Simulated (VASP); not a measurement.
# InSe (vib) (R3m) in VASP: notebook

InSe (vib) is run at these levels: LDA; tasks: single point, relaxation of cell and atoms.

All numbers are computed with VASP 6.6.1; they aren't measurements. Logs are shortened: lines on timing, memory, paths and dates and some standing lists are left out, and cuts for length are marked.

**1. The cell of the first run**

Symmetry: R3m, No. 160, trigonal system. The conventional cell has a = 3.974 Å, b = 3.974 Å, c = 24.390 Å, α = 90.00°, β = 90.00°, γ = 120.00°. Within 3.5 Å of In (site symmetry 3m) lie 3 Se at 2.62 Å and 1 In at 2.74 Å. In (site symmetry 3m) has 3 Se at 2.62 Å and 1 In at 2.74 Å within 3.5 Å. Within 3.5 Å of Se (site symmetry 3m) lie 3 In at 2.62 Å. Se (site symmetry 3m) has 3 In at 2.62 Å within 3.5 Å.

**2. Single point, LDA**

Input file INCAR:

```
  PREC = Accurate
  ENCUT = 520
  EDIFF = 1E-6
  ISMEAR = 0
  SIGMA = 0.02
  LREAL = F
  LASPH = T
  NELM = 100
  ALGO = Normal
  ISIF = 2
  LWAVE = F
  LCHARG = F
  GGA = CA
  NBANDS = 27
```

Input file KPOINTS:

```
regular mesh
0
Gamma
  9 9 9
```

Input file POSCAR:

```
InSe
1.0
    1.9869148605      1.1471458296      8.1300625926
   -1.9869148605      1.1471458296      8.1300625926
    0.0000000000     -2.2942916591      8.1300625926
In Se
2 2
Direct
    0.1123261485      0.1123261485      0.1123261485
   -0.0001075096     -0.0001075096     -0.0001075096
    0.6145891123      0.6145891123      0.6145891123
    0.8308902388      0.8308902388      0.8308902388
```

Potentials or basis: VASP PAW LDA potentials, release 64 (In_d, Se).

Started as:

```sh
$ cat potpaw_LDA.64/In_d/POTCAR potpaw_LDA.64/Se/POTCAR > POTCAR
$ mpirun -np 1 vasp_std > vasp.out
```

OUTCAR:

```text
PREC = Accurate
   ENCUT = 520
   EDIFF = 1E-6
   ISMEAR = 0
   LREAL = F
   LASPH = T
   NELM = 100
   ISIF = 2
   GGA = CA

 ion  position               nearest neighbor table
   1  0.112  0.112  0.112-   4 2.62   4 2.62   4 2.62   2 2.74
   2  1.000  1.000  1.000-   3 2.62   3 2.62   3 2.62   1 2.74
   3  0.615  0.615  0.615-   2 2.62   2 2.62   2 2.62
   4  0.831  0.831  0.831-   1 2.62   1 2.62   1 2.62

  LATTYP: Found a trigonal (rhomboedric) cell.
 ALAT       =     8.4475849790
 COS(alpha) =     0.8893571452

  Lattice vectors:

 A1 = (   1.9869148605,   1.1471458296,   8.1300625926)
 A2 = (  -1.9869148605,   1.1471458296,   8.1300625926)
 A3 = (   0.0000000000,  -2.2942916591,   8.1300625926)

Analysis of symmetry for initial positions (statically):
=====================================================================
 Subroutine PRICEL returns:
 Original cell was already a primitive cell.

 Routine SETGRP: Setting up the symmetry group for a
 trigonal (rhombohedral) supercell.

 Subroutine GETGRP returns: Found  6 space group operations
 (whereof  6 operations were pure point group operations)
 out of a pool of 12 trial point group operations.

The static configuration has the point symmetry C_3v.

Analysis of symmetry for dynamics (positions and initial velocities):
=====================================================================
 Subroutine PRICEL returns:
 Original cell was already a primitive cell.

 Routine SETGRP: Setting up the symmetry group for a
 trigonal (rhombohedral) supercell.

 Subroutine GETGRP returns: Found  6 space group operations
 (whereof  6 operations were pure point group operations)
 out of a pool of 12 trial point group operations.

The dynamic configuration has the point symmetry C_3v.

 Subroutine INISYM returns: Found  6 space group operations
 (whereof  6 operations are pure point group operations),
 and found     1 'primitive' translations

----------------------------------------------------------------------------------------

                                     Primitive cell

  volume of cell :     111.1842

  direct lattice vectors                    reciprocal lattice vectors
     1.986914860  1.147145830  8.130062593     0.251646414  0.145288125  0.041000094
    -1.986914860  1.147145830  8.130062593    -0.251646414  0.145288125  0.041000094
     0.000000000 -2.294291659  8.130062593     0.000000000 -0.290576250  0.041000094

  length of vectors
     8.447584979  8.447584979  8.447584979     0.293454536  0.293454536  0.293454536

  position of ions in fractional coordinates (direct lattice)
     0.112326149  0.112326149  0.112326149
     0.999892490  0.999892490  0.999892490
     0.614589112  0.614589112  0.614589112
     0.830890239  0.830890239  0.830890239

  ion indices of the primitive-cell ions
   primitive index   ion index
                 1           1
                 2           2
                 3           3
                 4           4

----------------------------------------------------------------------------------------

 KPOINTS: regular mesh

Automatic generation of k-mesh.
 Grid dimensions read from file:
 generate k-points for:    9    9    9

 Generating k-lattice:

  Cartesian coordinates                     Fractional coordinates (reciprocal lattice)
     0.027960713  0.016143125  0.004555566     0.111111111  0.000000000 -0.000000000
    -0.027960713  0.016143125  0.004555566     0.000000000  0.111111111 -0.000000000
     0.000000000 -0.032286250  0.004555566    -0.000000000 -0.000000000  0.111111111

  Length of vectors
     0.032606060  0.032606060  0.032606060

  Shift w.r.t. Gamma in fractional coordinates (k-lattice)
     0.000000000  0.000000000  0.000000000

 Subroutine IBZKPT returns following result:
 ===========================================

 Found     85 irreducible k-points:

 Following reciprocal coordinates:
            Coordinates               Weight
  0.000000  0.000000  0.000000      1.000000
  0.111111  0.000000 -0.000000      6.000000
  0.222222 -0.000000  0.000000      6.000000
  0.333333  0.000000 -0.000000      6.000000
  0.444444 -0.000000  0.000000      6.000000
  0.111111  0.111111 -0.000000      6.000000
[... 16 lines left out ...]
 -0.333333  0.333333  0.000000      6.000000
  0.444444  0.444444  0.000000      6.000000
 [... further k-points ...]
   k-points           NKPTS =     85   k-points in BZ     NKDIM =     85   number of bands    NBANDS=     27
   number of dos      NEDOS =    301   number of ions     NIONS =      4
   total plane-waves  NPLWV = 262144
   dimension x,y,z NGX =    64 NGY =   64 NGZ =   64
   dimension x,y,z NGXF=   128 NGYF=  128 NGZF=  128
   ions per type =               2   2
   NGX,Y,Z   is equivalent  to a cutoff of  12.60, 12.60, 12.60 a.u.
   NGXF,Y,Z  is equivalent  to a cutoff of  25.19, 25.19, 25.19 a.u.
 SYSTEM =  unknown system
   PREC   = accura    normal or accurate (medium, high low for compatibility)
   ISTART =      0    job   : 0-new  1-cont  2-samecut
   ICHARG =      2    charge: 1-file 2-atom 10-const
   ISPIN  =      1    spin polarized calculation?
   LNONCOLLINEAR =      F non collinear calculations
   LSORBIT =      F    spin-orbit coupling
   LASPH  =      T    aspherical Exc in radial PAW
   ENCUT  =  520.0 eV  38.22 Ry    6.18 a.u.  15.71 15.71 15.71*2*pi/ulx,y,z
   NELM   =    100;   NELMIN=  2; NELMDL= -5     # of ELM steps
   EDIFF  = 0.1E-05   stopping-criterion for ELM
   LREAL  =      F    real-space projection
   EDIFFG = 0.1E-04   stopping-criterion for IOM
   NSW    =      0    number of steps for IOM
   IBRION =     -1    ionic relax: 0-MD 1-quasi-New 2-CG
   NFREE  =      0    steps in history (QN), initial steepest desc. (CG)
   ISIF   =      2    stress and relaxation
   ISYM   =      2    0-nonsym 1-usesym 2-fastsym
   POTIM  = 0.5000    time-step for ionic-motion
   TEBEG  =    0.0;   TEEND  =   0.0 temperature during run
   PSTRESS=    0.0 pullay stress
   NELECT =      38.0000    total number of electrons
   NUPDOWN=      -1.0000    fix difference up-down
   EMIN   =  10.00;   EMAX   =-10.00  energy-range for DOS
   EFERMI =   0.00;   METHOD = LEGACY
   ISMEAR =     0;   SIGMA  =   0.02  broadening in eV -4-tet -1-fermi 0-gaus
   EFERMI_NEDOS =   21; number of points for ismear=-14 and -15
   IALGO  =     38    algorithm
   IMIX   =      4    mixing-type and parameters
     AMIX     =   0.40;   BMIX     =  1.00
     AMIX_MAG =   1.60;   BMIX_MAG =  1.00
  volume/ion in A,a.u.               =      27.80       187.58
  Fermi-wavevector in a.u.,A,eV,Ry     =   1.144603  2.162987 17.825222  1.310117
  Thomas-Fermi vector in A             =   2.281295
   LORBIT       =      0    0 simple, 1 ext, 2 COOP (PROOUT), +10 PAW based schemes
   GGA     = CA    functional components
   LHFCALC =     F    Hartree Fock is set to
   AEXX    =    0.0000 exact exchange contribution
   IVDW    =     0    specifies the selected vdW correction
   LEPSILON=     F    determine dielectric tensor
   LRPA    =     F    only Hartree local field effects (RPA)
 non-spin polarized calculation
 Gauss-broadening in eV      SIGMA  =   0.02
  energy-cutoff  :      520.00
  volume of cell :      111.18
 maximum number of plane-waves:      3037
   NGX = 31   NGY = 31   NGZ = 31

 number of electron      38.0000000 magnetization

 Free energy of the ion-electron system (eV)
  ---------------------------------------------------
  ext. energy  EPLUGINS =         0.00000000
  ---------------------------------------------------
  free energy    TOTEN  =       -16.67113433 eV

  energy without entropy =      -16.67113433  energy(sigma->0) =      -16.67113433

 E-fermi :   4.5508     XC(G=0):  -9.4999

 val. band max:        4.4490557708   @ k =  -0.4444   0.4444   0.4444
 cond. band min:       4.9204992321   @ k =   0.4444   0.4444   0.4444
 fundamental gap:      0.4714434613
 Fermi energy:         4.5508289570

 k-point     1 :       0.0000    0.0000    0.0000
  band No.  band energies     occupation
      1     -10.4156      2.00000
      2     -10.1945      2.00000
      3     -10.1945      2.00000
      4     -10.0932      2.00000
      5     -10.0932      2.00000
      6     -10.0845      2.00000
[... 19 lines left out ...]
     26       9.8462      0.00000
     27      12.0379      0.00000

 k-point     2 :       0.1111    0.0000   -0.0000
  band No.  band energies     occupation
      1     -10.4169      2.00000
      2     -10.2560      2.00000
      3     -10.1927      2.00000
      4     -10.1572      2.00000
      5     -10.0889      2.00000
      6     -10.0834      2.00000
[... 19 lines left out ...]
     26      10.1476      0.00000
     27      11.7611      0.00000

 k-point     3 :       0.2222   -0.0000    0.0000
  band No.  band energies     occupation
      1     -10.4454      2.00000
      2     -10.3363      2.00000
      3     -10.2757      2.00000
      4     -10.1908      2.00000
      5     -10.0992      2.00000
      6     -10.0587      2.00000
[... 19 lines left out ...]
     26      10.6986      0.00000
     27      11.0762      0.00000

 k-point     4 :       0.3333    0.0000   -0.0000
  band No.  band energies     occupation
      1     -10.5161      2.00000
      2     -10.3770      2.00000
      3     -10.3490      2.00000
      4     -10.1916      2.00000
      5     -10.1107      2.00000
      6     -10.0309      2.00000
[... 19 lines left out ...]
     26      11.0824      0.00000
     27      11.6595      0.00000

 k-point     5 :       0.4444   -0.0000    0.0000
  band No.  band energies     occupation
      1     -10.5624      2.00000
      2     -10.4319      2.00000
      3     -10.3464      2.00000
      4     -10.1932      2.00000
      5     -10.1180      2.00000
      6     -10.0132      2.00000
[... 19 lines left out ...]
     26      10.9199      0.00000
     27      11.3679      0.00000

 k-point     6 :       0.1111    0.1111   -0.0000
  band No.  band energies     occupation
      1     -10.4168      2.00000
      2     -10.2555      2.00000
      3     -10.1929      2.00000
      4     -10.1579      2.00000
      5     -10.0889      2.00000
      6     -10.0833      2.00000
[... 444 lines left out ...]
      1     -10.5356      2.00000
      2     -10.4273      2.00000
      3     -10.3458      2.00000
      4     -10.1999      2.00000
      5     -10.1087      2.00000
      6     -10.0238      2.00000
[... 19 lines left out ...]
     26      11.5878      0.00000
     27      12.0488      0.00000

 k-point    22 :      -0.4444    0.3333   -0.0000
  band No.  band energies     occupation
      1     -10.5529      2.00000
      2     -10.4519      2.00000
      3     -10.3439      2.00000
      4     -10.2138      2.00000
      5     -10.0960      2.00000
      6     -10.0298      2.00000
[... 19 lines left out ...]
     26      11.5102      0.00000
     27      12.0187      0.00000

 k-point    23 :      -0.3333    0.3333    0.0000
  band No.  band energies     occupation
      1     -10.5609      2.00000
      2     -10.4568      2.00000
      3     -10.3433      2.00000
      4     -10.2203      2.00000
      5     -10.0860      2.00000
      6     -10.0387      2.00000
[... 19 lines left out ...]
     26      11.2884      0.00000
     27      12.2346      0.00000

 k-point    24 :       0.4444    0.4444    0.0000
  band No.  band energies     occupation
      1     -10.5497      2.00000
      2     -10.4467      2.00000
      3     -10.3444      2.00000
      4     -10.1941      2.00000
      5     -10.1178      2.00000
      6     -10.0128      2.00000
[... 19 lines left out ...]
     26      11.7203      0.00000
     27      12.4095      0.00000

 [... further k-points ...]

------------------------ aborting loop because EDIFF is reached ----------------------------------------

  FORCE on cell =-STRESS in cart. coord.  units (eV):
  Direction    XX          YY          ZZ          XY          YZ          ZX
  --------------------------------------------------------------------------------------
  -------------------------------------------------------------------------------------
  Total        0.0996449      0.0996449      0.1135911      0.0000000      0.0000000      0.0000000
  in kB        1.4358944      1.4358944      1.6368618      0.0000000      0.0000000      0.0000000
  external PRESSURE =       1.5028836 kB  Pullay stress =       0.0000000 kB

 VOLUME and BASIS-vectors are now :
 -----------------------------------------------------------------------------
  energy-cutoff  :      520.00
  volume of cell :      111.18
      direct lattice vectors                 reciprocal lattice vectors
     1.986914860  1.147145830  8.130062593     0.251646414  0.145288125  0.041000094
    -1.986914860  1.147145830  8.130062593    -0.251646414  0.145288125  0.041000094
     0.000000000 -2.294291659  8.130062593     0.000000000 -0.290576250  0.041000094

 POSITION                                       TOTAL-FORCE (eV/Angst)
 -----------------------------------------------------------------------------------
      0.00000      0.00000      2.73966         0.000000     -0.000000     -0.013489
      0.00000      0.00000     24.38757         0.000000      0.000000      0.013227
      0.00000      0.00000     14.98994         0.000000     -0.000000     -0.027587
      0.00000      0.00000     20.26557         0.000000      0.000000      0.027849
 -----------------------------------------------------------------------------------
    total drift:                               -0.000000     -0.000000      0.000667

  FREE ENERGIE OF THE ION-ELECTRON SYSTEM (eV)
  ---------------------------------------------------
  free  energy   TOTEN  =       -16.6711343295 eV

  energy  without entropy=      -16.6711343295  energy(sigma->0) =      -16.67113433
```

Run time: 8.6 min. Hardware: 1 thread of Intel Xeon Platinum 8488C (Sapphire Rapids), shared host; peak memory 0.54 GiB.

Results:

| Property | Result |
| --- | --- |
| Free energy | -16.6711 eV |
| Pressure | 0.2 GPa |
| Largest force | 0.028 eV/Å |
| Band gap on the k mesh | 0.47 eV, indirect (least direct gap 0.55 eV) |

Forces in eV/Å, atoms in the order of the input:
```
In   0.000  0.000 -0.013
In   0.000  0.000  0.013
Se   0.000  0.000 -0.028
Se   0.000  0.000  0.028
```

Levels at points of the mesh, in eV from the valence-band top:
| k point | band 17 | band 18 | band 19 | band 20 | band 21 | band 22 |
| --- | --- | --- | --- | --- | --- | --- |
| (0.00, 0.00, 0.00) | -1.38 | -1.21 | -1.21 | 1.79 | 2.02 | 4.27 |

Caveat: spin-orbit coupling is left out, which moves the levels of the heavy elements.

**3. Relaxation of cell and atoms, LDA**

Input file INCAR:

```
PREC = Accurate
ENCUT = 600
EDIFF = 1E-7
ISMEAR = 0
SIGMA = 0.02
LREAL = F
LASPH = T
NELM = 100
ALGO = Normal
ISIF = 3
LWAVE = F
LCHARG = F
GGA = CA
IBRION = 2
NSW = 100
EDIFFG = -0.002
```

Input file KPOINTS:

```
Automatic mesh
0
Gamma
  9 9 9
```

POSCAR is that of step 2.

Potentials or basis: VASP PAW LDA potentials, release 64 (In_d, Se).

Started as:

```sh
$ cat potpaw_LDA.64/In_d/POTCAR potpaw_LDA.64/Se/POTCAR > POTCAR
$ mpirun -np 1 vasp_std > vasp.out
```

It took 55 min on 1 thread of Intel Xeon Platinum 8488C (Sapphire Rapids), shared host; peak memory 0.64 GiB.

The run converged. Its results:

```
Free energy                            : -16.6714 eV
Relaxed volume                         : 27.86 Å³/atom
Relaxed cell                           : a = 8.456 Å, b = 8.456 Å, c = 8.456 Å, α = 27.20°, β = 27.20°, γ = 27.20°
Space group after relaxing (to 0.05 Å) : R3m (No. 160)
Energy gained by relaxing              : 0.0 meV/atom
Ionic steps                            : 11
Pressure after relaxing                : 0.0 GPa
Band gap on the k mesh                 : 0.47 eV, indirect (least direct gap 0.55 eV)
```

Step by step:
```
step  energy change (eV)  largest force (eV/Å)  pressure (GPa)  volume (Å³)
   1              0.0000                0.0279            0.15       111.18
   2             -0.0001                0.0177           -0.09       111.61
   3             -0.0002                0.0057            0.00       111.45
   4             -0.0002                0.0052            0.00       111.44
   5             -0.0002                0.0025            0.00       111.45
   6             -0.0002                0.0024            0.00       111.45
   7             -0.0002                0.0026            0.00       111.45
   8             -0.0002                0.0025            0.00       111.45
   9             -0.0002                0.0025            0.00       111.45
  10             -0.0002                0.0026            0.00       111.45
  11             -0.0002                0.0017            0.00       111.45
```

Final structure:
```xyz
4
Lattice="1.9883 1.1479 8.1383 -1.9883 1.1479 8.1383 0.0000 -2.2959 8.1383" Properties=species:S:1:pos:R:3 pbc="T T T"
In    0.0000    0.0000    2.7423
In    0.0000    0.0000   24.4125
Se    0.0000    0.0000   15.0042
Se    0.0000    0.0000   20.2872
```

Levels at points of the mesh, in eV from the valence-band top:
```
           k point  band 16  band 17  band 18  band 19  band 20  band 21  band 22  band 23
(0.00, 0.00, 0.00)    -1.37    -1.37    -1.20    -1.20     1.80     2.02     4.27     4.27
```

Caveat: spin-orbit coupling is left out, which moves the levels of the heavy elements. A hybrid or GW would open this gap; LDA tends to underestimate it.

**4. Single point, LDA**

Input file INCAR:

```
SYSTEM = InSe
ALGO     = Normal         ! electronic algorithm
EDIFF    = 1E-6           ! SCF threshold, eV
ENCUT    = 520            ! plane-wave cutoff, eV
ISIF     = 2              ! what is computed and relaxed
ISMEAR   = 0              ! smearing method
LASPH    = .True.         ! aspherical terms in the spheres
LCHARG   = .False.        ! write CHGCAR
LREAL    = .False.        ! projectors in reciprocal space
LWAVE    = .False.        ! write WAVECAR
NBANDS   = 27             ! bands
NELM     = 100            ! most SCF steps
PREC     = Accurate       ! precision mode
SIGMA    = 0.01           ! smearing width, eV
```

Input file KPOINTS:

```
k-points
0
Gamma
  9 9 9
  0 0 0
```

POSCAR is that of step 3.

Started as:

```sh
$ cat potpaw_LDA.64/In_d/POTCAR potpaw_LDA.64/Se/POTCAR > POTCAR
$ mpirun -np 1 vasp_std > vasp.out
```

Run time: 10 min. Hardware: 1 thread of Intel Xeon Platinum 8488C (Sapphire Rapids), shared host; peak memory 0.54 GiB.

It converged, with:

```
Free energy            : -16.6711 eV
Pressure               : 0.2 GPa
Largest force          : 0.028 eV/Å
Band gap on the k mesh : 0.47 eV, indirect (least direct gap 0.55 eV)
```

Forces on the atoms (eV/Å):
```
In   0.000  0.000 -0.013
In   0.000  0.000  0.013
Se   0.000  0.000 -0.028
Se   0.000  0.000  0.028
```

Levels at points of the mesh, in eV from the valence-band top:
```tsv
k point	band 17	band 18	band 19	band 20	band 21	band 22
(0.00, 0.00, 0.00)	-1.38	-1.21	-1.21	1.79	2.02	4.27
```

Caveat: spin-orbit coupling is left out, which moves the levels of the heavy elements. A k mesh can miss the band edges.

**5. Overview**

```csv
task,cell,cutoff (eV),smearing,gap on the mesh (eV),pressure (GPa),largest force (eV/Å)
single point,"a = 8.448 Å, angles 27.2°, 4 atoms",520,gaussian 0.02 eV,0.47,0.2,0.03
relaxation of cell and atoms,"relaxed from a = 8.448 Å, angles 27.2°, 4 atoms",600,gaussian 0.02 eV,0.47,0.0,-
single point,"a = 8.448 Å, angles 27.2°, 4 atoms",520,gaussian 0.01 eV,0.47,0.2,0.03
```

Alike in all rows: level LDA; potentials or basis VASP PAW LDA potentials, release 64 (In_d, Se); no spin polarisation; k mesh 9 × 9 × 9.

Caveats: spin-orbit coupling is left out, which moves the levels of the heavy elements.

Absolute energies hang on the potentials; compare differences alone.
